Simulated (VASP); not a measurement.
# O (Fm-3m) in VASP: a series of runs

O is run at these levels: PBE; tasks: density of states.

Everything below comes from runs of VASP 6.6.1. Logs are shortened: lines on timing, memory, paths and dates and some standing lists are left out, and cuts for length are marked.

## (1) The cell of the first run

The structure is cubic, space group Fm-3m (No. 225). Conventional cell: a = 2.522 Å, b = 2.522 Å, c = 2.522 Å, α = 90.00°, β = 90.00°, γ = 90.00°. Within 2.4 Å of O (site symmetry m-3m) lie 12 O at 1.78 Å.

## (2) Density of states, PBE (volume scaled by 0.5)

File POSCAR:

```
O
1.0
    0.0000000000      1.2611920395      1.2611920395
    1.2611920395      0.0000000000      1.2611920395
    1.2611920395      1.2611920395      0.0000000000
O
1
Direct
    0.0000000000      0.0000000000      0.0000000000
```

File INCAR.step1:

```
PREC = Accurate ; ENCUT = 520
EDIFF = 1E-6 ; ISMEAR = -1
SIGMA = 0.1 ; LREAL = False
LASPH = True ; NELM = 100
ALGO = Normal ; ISIF = 2
LWAVE = False ; LCHARG = True
GGA = PE ; NBANDS = 9
```

File KPOINTS.step1:

```
Automatic mesh
0
Gamma
  20 20 20
```

File INCAR.step2:

```
PREC = Accurate ; ENCUT = 520
EDIFF = 1E-6 ; ISMEAR = -5
SIGMA = 0.1 ; LREAL = False
LASPH = True ; NELM = 100
ALGO = Normal ; ISIF = 2
LWAVE = False ; LCHARG = False
GGA = PE ; LORBIT = 11
NBANDS = 9 ; NEDOS = 1001
ICHARG = 11
```

File KPOINTS.step2:

```
Automatic mesh
0
Gamma
  30 30 30
```

Potentials or basis: VASP PAW PBE potentials, release 64 (O).

Command:

```
cat potpaw_PBE.64/O/POTCAR > POTCAR
cp INCAR.step1 INCAR
cp KPOINTS.step1 KPOINTS
mpirun -np 1 vasp_std > vasp.out
cp INCAR.step2 INCAR
cp KPOINTS.step2 KPOINTS
mpirun -np 1 vasp_std > vasp.out
```

OUTCAR:

```text
PREC = Accurate
   ENCUT = 520
   EDIFF = 1E-6
   ISMEAR = -5
   LREAL = False
   LASPH = True
   NELM = 100
   ISIF = 2
   GGA = PE
   LORBIT = 11
   ICHARG = 11

 ion  position               nearest neighbor table
   1  0.000  0.000  0.000-

  LATTYP: Found a face centered cubic cell.
 ALAT       =     2.5223840790

  Lattice vectors:

 A1 = (   0.0000000000,   1.2611920395,   1.2611920395)
 A2 = (   1.2611920395,   0.0000000000,   1.2611920395)
 A3 = (   1.2611920395,   1.2611920395,   0.0000000000)

Analysis of symmetry for initial positions (statically):
=====================================================================
 Subroutine PRICEL returns:
 Original cell was already a primitive cell.

 Routine SETGRP: Setting up the symmetry group for a
 face centered cubic supercell.

 Subroutine GETGRP returns: Found 48 space group operations
 (whereof 48 operations were pure point group operations)
 out of a pool of 48 trial point group operations.

The static configuration has the point symmetry O_h .

Analysis of symmetry for dynamics (positions and initial velocities):
=====================================================================
 Subroutine PRICEL returns:
 Original cell was already a primitive cell.

 Routine SETGRP: Setting up the symmetry group for a
 face centered cubic supercell.

 Subroutine GETGRP returns: Found 48 space group operations
 (whereof 48 operations were pure point group operations)
 out of a pool of 48 trial point group operations.

The dynamic configuration has the point symmetry O_h .

 Subroutine INISYM returns: Found 48 space group operations
 (whereof 48 operations are pure point group operations),
 and found     1 'primitive' translations

----------------------------------------------------------------------------------------

                                     Primitive cell

  volume of cell :       4.0121

  direct lattice vectors                    reciprocal lattice vectors
     0.000000000  1.261192040  1.261192040    -0.396450330  0.396450330  0.396450330
     1.261192040  0.000000000  1.261192040     0.396450330 -0.396450330  0.396450330
     1.261192040  1.261192040  0.000000000     0.396450330  0.396450330 -0.396450330

  length of vectors
     1.783594887  1.783594887  1.783594887     0.686672114  0.686672114  0.686672114

  position of ions in fractional coordinates (direct lattice)
     0.000000000  0.000000000  0.000000000

  ion indices of the primitive-cell ions
   primitive index   ion index
                 1           1

----------------------------------------------------------------------------------------

 KPOINTS: Automatic mesh

Automatic generation of k-mesh.
 Grid dimensions read from file:
 generate k-points for:   30   30   30

 Generating k-lattice:

  Cartesian coordinates                     Fractional coordinates (reciprocal lattice)
    -0.013215011  0.013215011  0.013215011     0.033333333  0.000000000  0.000000000
     0.013215011 -0.013215011  0.013215011     0.000000000  0.033333333  0.000000000
     0.013215011  0.013215011 -0.013215011     0.000000000  0.000000000  0.033333333

  Length of vectors
     0.022889070  0.022889070  0.022889070

  Shift w.r.t. Gamma in fractional coordinates (k-lattice)
     0.000000000  0.000000000  0.000000000

 TETIRR: Found   3593 inequivalent tetrahedra from   162000

 Subroutine IBZKPT returns following result:
 ===========================================

 Found    752 irreducible k-points:

 Following reciprocal coordinates:
            Coordinates               Weight
  0.000000  0.000000  0.000000      1.000000
  0.033333  0.000000  0.000000      8.000000
  0.066667  0.000000  0.000000      8.000000
  0.100000  0.000000  0.000000      8.000000
  0.133333  0.000000  0.000000      8.000000
  0.166667  0.000000  0.000000      8.000000
[... 16 lines left out ...]
  0.233333  0.033333  0.000000     24.000000
  0.266667  0.033333  0.000000     24.000000
 [... further k-points ...]
   k-points           NKPTS =    752   k-points in BZ     NKDIM =    752   number of bands    NBANDS=      9
   number of dos      NEDOS =   1001   number of ions     NIONS =      1
   total plane-waves  NPLWV =   2744
   dimension x,y,z NGX =    14 NGY =   14 NGZ =   14
   dimension x,y,z NGXF=    28 NGYF=   28 NGZF=   28
   ions per type =               1
   NGX,Y,Z   is equivalent  to a cutoff of  13.05, 13.05, 13.05 a.u.
   NGXF,Y,Z  is equivalent  to a cutoff of  26.10, 26.10, 26.10 a.u.
 SYSTEM =  unknown system
   PREC   = accura    normal or accurate (medium, high low for compatibility)
   ISTART =      0    job   : 0-new  1-cont  2-samecut
   ICHARG =     11    charge: 1-file 2-atom 10-const
   ISPIN  =      1    spin polarized calculation?
   LNONCOLLINEAR =      F non collinear calculations
   LSORBIT =      F    spin-orbit coupling
   LASPH  =      T    aspherical Exc in radial PAW
   ENCUT  =  520.0 eV  38.22 Ry    6.18 a.u.   3.32  3.32  3.32*2*pi/ulx,y,z
   NELM   =    100;   NELMIN=  2; NELMDL=  0     # of ELM steps
   EDIFF  = 0.1E-05   stopping-criterion for ELM
   LREAL  =      F    real-space projection
   EDIFFG = 0.1E-04   stopping-criterion for IOM
   NSW    =      0    number of steps for IOM
   IBRION =     -1    ionic relax: 0-MD 1-quasi-New 2-CG
   NFREE  =      0    steps in history (QN), initial steepest desc. (CG)
   ISIF   =      2    stress and relaxation
   ISYM   =      2    0-nonsym 1-usesym 2-fastsym
   POTIM  = 0.5000    time-step for ionic-motion
   TEBEG  =    0.0;   TEEND  =   0.0 temperature during run
   PSTRESS=    0.0 pullay stress
   NELECT =       6.0000    total number of electrons
   NUPDOWN=      -1.0000    fix difference up-down
   EMIN   =  10.00;   EMAX   =-10.00  energy-range for DOS
   EFERMI =   0.00;   METHOD = LEGACY
   ISMEAR =    -5;   SIGMA  =   0.10  broadening in eV -4-tet -1-fermi 0-gaus
   EFERMI_NEDOS =   21; number of points for ismear=-14 and -15
   IALGO  =     38    algorithm
   IMIX   =      4    mixing-type and parameters
     AMIX     =   0.40;   BMIX     =  1.00
     AMIX_MAG =   1.60;   BMIX_MAG =  1.00
  volume/ion in A,a.u.               =       4.01        27.08
  Fermi-wavevector in a.u.,A,eV,Ry     =   1.872121  3.537797 47.686228  3.504839
  Thomas-Fermi vector in A             =   2.917567
   LORBIT       =     11    0 simple, 1 ext, 2 COOP (PROOUT), +10 PAW based schemes
   GGA     = PE    functional components
   LHFCALC =     F    Hartree Fock is set to
   AEXX    =    0.0000 exact exchange contribution
   IVDW    =     0    specifies the selected vdW correction
   LEPSILON=     F    determine dielectric tensor
   LRPA    =     F    only Hartree local field effects (RPA)
 non-spin polarized calculation
 Fermi weights with tetrahedron method with Bloechl corrections
  energy-cutoff  :      520.00
  volume of cell :        4.01
 maximum number of plane-waves:       116
 NGX is ok and might be reduce to    14

 number of electron       5.9999997 magnetization

 Free energy of the ion-electron system (eV)
  ---------------------------------------------------
  ext. energy  EPLUGINS =         0.00000000
  ---------------------------------------------------
  free energy    TOTEN  =         0.75245816 eV

  energy without entropy =        0.75245816  energy(sigma->0) =        0.75245816

 E-fermi :  13.7873     XC(G=0): -16.3967

 val. band max:       13.7841203004   @ k =   0.2333   0.2333   0.0000
 cond. band min:      13.7586409525   @ k =  -0.1667   0.1667   0.0000
 fundamental gap:     -0.0254793479
 Fermi energy:        13.7872675349

 k-point     1 :       0.0000    0.0000    0.0000
  band No.  band energies     occupation
      1     -18.3984      2.00000
      2      18.4931      0.00000
      3      18.4931      0.00000
      4      18.4931      0.00000
      5      50.3201      0.00000
      6      58.2047      0.00000
      7      58.2047      0.00000
      8      58.2047      0.00000
      9      65.0038      0.00000

 k-point     2 :       0.0333    0.0000    0.0000
  band No.  band energies     occupation
      1     -18.3345      2.00000
      2      18.3265      0.00000
      3      18.4678      0.00000
      4      18.4678      0.00000
      5      50.3461      0.00000
      6      57.3677      0.00000
      7      58.2902      0.00000
      8      58.2902      0.00000
      9      66.0298      0.00000

 k-point     3 :       0.0667    0.0000    0.0000
  band No.  band energies     occupation
      1     -18.1429      2.00000
      2      17.8319      0.00000
      3      18.3934      0.00000
      4      18.3934      0.00000
      5      50.4185      0.00000
      6      55.6834      0.00000
      7      58.5298      0.00000
      8      58.5298      0.00000
      9      68.2007      0.00000

 k-point     4 :       0.1000    0.0000    0.0000
  band No.  band energies     occupation
      1     -17.8242      2.00000
      2      17.0248      0.00000
      3      18.2749      0.00000
      4      18.2749      0.00000
      5      50.5157      0.00000
      6      53.9370      0.00000
      7      58.8667      0.00000
      8      58.8667      0.00000
      9      70.3330      0.00000
[... 205 lines left out ...]
 k-point    22 :       0.2000    0.0333    0.0000
  band No.  band energies     occupation
      1     -16.3055      2.00000
      2      13.5768      1.35861
      3      17.5189      0.00000
      4      17.9206      0.00000
      5      49.5516      0.00000
      6      51.3455      0.00000
      7      59.0106      0.00000
      8      59.3993      0.00000
      9      67.4890      0.00000

 k-point    23 :       0.2333    0.0333    0.0000
  band No.  band energies     occupation
      1     -15.5321      2.00000
      2      11.9193      2.00000
      3      17.3015      0.00000
      4      17.7197      0.00000
      5      48.6419      0.00000
      6      51.4237      0.00000
      7      58.4542      0.00000
      8      59.0428      0.00000
      9      68.1589      0.00000

 k-point    24 :       0.2667    0.0333    0.0000
  band No.  band energies     occupation
      1     -14.6407      2.00000
      2      10.1301      2.00000
      3      17.0940      0.00000
      4      17.5058      0.00000
      5      47.8654      0.00000
      6      51.4995      0.00000
      7      57.7239      0.00000
      8      58.4281      0.00000
      9      68.6834      0.00000

 [... further k-points ...]
[... 5 lines left out ...]
  --------------------------------------------------------------------------------------
  -------------------------------------------------------------------------------------
  Total       11.2305793     11.2305793     11.2305793      0.0000000     -0.0000000      0.0000000
  in kB     4484.7587206   4484.7587206   4484.7587206      0.0000000     -0.0000000      0.0000000
  external PRESSURE =    4484.7587206 kB  Pullay stress =       0.0000000 kB

 VOLUME and BASIS-vectors are now :
 -----------------------------------------------------------------------------
  energy-cutoff  :      520.00
  volume of cell :        4.01
      direct lattice vectors                 reciprocal lattice vectors
     0.000000000  1.261192040  1.261192040    -0.396450330  0.396450330  0.396450330
     1.261192040  0.000000000  1.261192040     0.396450330 -0.396450330  0.396450330
     1.261192040  1.261192040  0.000000000     0.396450330  0.396450330 -0.396450330

 POSITION                                       TOTAL-FORCE (eV/Angst)
 -----------------------------------------------------------------------------------
      0.00000      0.00000      0.00000         0.000000      0.000000      0.000000
 -----------------------------------------------------------------------------------
    total drift:                               -0.000000     -0.000000     -0.000000

  FREE ENERGIE OF THE ION-ELECTRON SYSTEM (eV)
  ---------------------------------------------------
  free  energy   TOTEN  =         0.7524581583 eV

  energy  without entropy=        0.7524581583  energy(sigma->0) =        0.75245816

 total charge

# of ion       s       p       d       tot
------------------------------------------
    1        1.738   3.174   0.000   4.912
```

Run time: 20 s. Hardware: 1 thread of AMD EPYC 7R13 (Zen 3), shared host; peak memory 0.1 GiB.

What came out:

| Property | Result |
| --- | --- |
| Valence electrons inside the program's atomic spheres | O 4.91 |

Caveat: tetrahedron occupations give inexact forces and stress in metals.

## (3) Density of states, PBE (volume scaled by 0.4)

File POSCAR:

```
O
1.0
    0.0000000000      1.1707869775      1.1707869775
    1.1707869775      0.0000000000      1.1707869775
    1.1707869775      1.1707869775      0.0000000000
O
1
Direct
    0.0000000000      0.0000000000      0.0000000000
```

File INCAR.step1:

```
SYSTEM = O
PREC = Accurate ; ENCUT = 520
EDIFF = 1E-7 ; ISMEAR = -1
SIGMA = 0.1 ; LREAL = .False.
LASPH = .True. ; NELM = 60
ALGO = Normal ; ISIF = 2
LWAVE = .False. ; LCHARG = .True.
GGA = PE ; NBANDS = 9
```

File KPOINTS.step1:

```
regular mesh
0
Gamma
  20 20 20
  0 0 0
```

File INCAR.step2:

```
SYSTEM = O
PREC = Accurate ; ENCUT = 520
EDIFF = 1E-7 ; ISMEAR = -5
SIGMA = 0.1 ; LREAL = .False.
LASPH = .True. ; NELM = 60
ALGO = Normal ; ISIF = 2
LWAVE = .False. ; LCHARG = .False.
GGA = PE ; LORBIT = 11
NEDOS = 1001 ; ICHARG = 11
```

File KPOINTS.step2:

```
regular mesh
0
Gamma
  30 30 30
  0 0 0
```

Potentials or basis: VASP PAW PBE potentials, release 64 (O).

Command:

```
cat potpaw_PBE.64/O/POTCAR > POTCAR
cp INCAR.step1 INCAR
cp KPOINTS.step1 KPOINTS
mpirun -np 1 vasp_std > vasp.out
cp INCAR.step2 INCAR
cp KPOINTS.step2 KPOINTS
mpirun -np 1 vasp_std > vasp.out
```

OUTCAR:

```text
SYSTEM = O
   PREC = Accurate
   ENCUT = 520
   EDIFF = 1E-7
   ISMEAR = -5
   LREAL = .False.
   LASPH = .True.
   NELM = 60
   ISIF = 2
   GGA = PE
   LORBIT = 11
   ICHARG = 11

 ion  position               nearest neighbor table
   1  0.000  0.000  0.000-

  LATTYP: Found a face centered cubic cell.
 ALAT       =     2.3415739550

  Lattice vectors:

 A1 = (   0.0000000000,   1.1707869775,   1.1707869775)
 A2 = (   1.1707869775,   0.0000000000,   1.1707869775)
 A3 = (   1.1707869775,   1.1707869775,   0.0000000000)

Analysis of symmetry for initial positions (statically):
=====================================================================
 Subroutine PRICEL returns:
 Original cell was already a primitive cell.

 Routine SETGRP: Setting up the symmetry group for a
 face centered cubic supercell.

 Subroutine GETGRP returns: Found 48 space group operations
 (whereof 48 operations were pure point group operations)
 out of a pool of 48 trial point group operations.

[... 156 lines left out ...]
  ---------------------------------------------------
  free energy    TOTEN  =         4.05289639 eV

  energy without entropy =        4.05289639  energy(sigma->0) =        4.05289639

 E-fermi :  19.3843     XC(G=0): -17.9610

 val. band max:       19.4116654197   @ k =  -0.4667   0.2667   0.0000
 cond. band min:      19.3873827260   @ k =  -0.3667   0.1333   0.0000
 fundamental gap:     -0.0242826937
 Fermi energy:        19.3843101688

 k-point     1 :       0.0000    0.0000    0.0000
  band No.  band energies     occupation
      1     -18.3626      2.00000
      2      25.5758      0.00000
      3      25.5758      0.00000
      4      25.5758      0.00000
      5      65.1239      0.00000
      6      67.7141      0.00000
      7      67.7141      0.00000
[... 221 lines left out ...]
 k-point    24 :       0.2667    0.0333    0.0000
  band No.  band energies     occupation
      1     -13.8926      2.00000
      2      15.2282      2.00000
      3      23.6812      0.00000
      4      24.2731      0.00000
      5      57.3303      0.00000
      6      63.4046      0.00000
      7      67.8444      0.00000

 [... further k-points ...]
[... 5 lines left out ...]
  --------------------------------------------------------------------------------------
  -------------------------------------------------------------------------------------
  Total       18.6970497     18.6970497     18.6970497      0.0000000      0.0000000     -0.0000000
  in kB     9332.9732260   9332.9732260   9332.9732260      0.0000000      0.0000000     -0.0000000
  external PRESSURE =    9332.9732260 kB  Pullay stress =       0.0000000 kB

 VOLUME and BASIS-vectors are now :
 -----------------------------------------------------------------------------
  energy-cutoff  :      520.00
  volume of cell :        3.21
      direct lattice vectors                 reciprocal lattice vectors
     0.000000000  1.170786977  1.170786977    -0.427063172  0.427063172  0.427063172
     1.170786977  0.000000000  1.170786977     0.427063172 -0.427063172  0.427063172
     1.170786977  1.170786977  0.000000000     0.427063172  0.427063172 -0.427063172

 POSITION                                       TOTAL-FORCE (eV/Angst)
 -----------------------------------------------------------------------------------
      0.00000      0.00000      0.00000         0.000000     -0.000000      0.000000
 -----------------------------------------------------------------------------------
    total drift:                               -0.000000     -0.000000     -0.000000

  FREE ENERGIE OF THE ION-ELECTRON SYSTEM (eV)
  ---------------------------------------------------
  free  energy   TOTEN  =         4.0528963860 eV

  energy  without entropy=        4.0528963860  energy(sigma->0) =        4.05289639

 total charge

# of ion       s       p       d       tot
------------------------------------------
    1        1.778   3.343   0.000   5.121
```

OSZICAR.step1:

```text
N       E                     dE             d eps       ncg     rms          rms(c)
DAV:   1     0.111731557414E+02    0.11173E+02   -0.43594E+03  5589   0.717E+02
DAV:   2     0.391869431850E+01   -0.72545E+01   -0.67606E+01  5078   0.916E+01
DAV:   3     0.387553192021E+01   -0.43162E-01   -0.43122E-01  4918   0.494E+00
DAV:   4     0.387552677516E+01   -0.51451E-05   -0.51443E-05  4880   0.596E-02
DAV:   5     0.387552677528E+01    0.12193E-09   -0.36938E-09  4957   0.486E-04    0.342E+00
DAV:   6     0.401283890991E+01    0.13731E+00   -0.15825E-01  4679   0.382E+00    0.164E+00
DAV:   7     0.404211034484E+01    0.29271E-01   -0.10925E-01  4712   0.327E+00    0.266E-01
DAV:   8     0.404131040709E+01   -0.79994E-03   -0.67008E-04  4749   0.329E-01    0.160E-02
DAV:   9     0.404130727738E+01   -0.31297E-05   -0.82629E-06  4984   0.279E-02    0.867E-03
DAV:  10     0.404130733692E+01    0.59542E-07   -0.27015E-07  4735   0.520E-03
   1 F= 0.40413073E+01 E0= 0.40462698E+01  d E =-.992494E-02
```

It took 20 s on 1 thread of Intel Xeon 8259CL, shared host; peak memory 0.12 GiB.

What came out:

```yaml
Valence_electrons_inside_the_program's_atomic_spheres: O 5.12
```

Caveat: tetrahedron occupations give inexact forces and stress in metals.
